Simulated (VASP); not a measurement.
Runs of VASP 6.6.1 on P. The structure is that of space group Pmna (No. 53), or close to it. The cells are those of the table. 

```csv
cell,k mesh,smearing,gap on the mesh (eV),largest force (eV/Å)
"a = 3.290, b = 34.859, c = 4.636 Å, 4 atoms",8 × 1 × 6,gaussian 0.02 eV,1.12,0.10
"a = 3.290, b = 34.859, c = 4.636 Å, 4 atoms",8 × 1 × 6,gaussian 0.05 eV,1.12,0.10
"a = 3.284, b = 34.857, c = 4.632 Å, 4 atoms",6 × 1 × 4,gaussian 0.1 eV,1.13,0.03
"a = 3.439, b = 36.427, c = 4.511 Å, 4 atoms",8 × 1 × 6,gaussian 0.02 eV,1.10,(a)
```

Alike in all rows: task single point; level r2SCAN; potentials or basis VASP PAW PBE potentials, release 64 (P); no spin polarisation; cutoff (eV) 520.

Problem. Fill in the values left out.

Solution. (a) 0.30.

Caveats: the PAW data sets were made with another functional, which shifts forces and pressure a little.

A k mesh can miss the band edges.
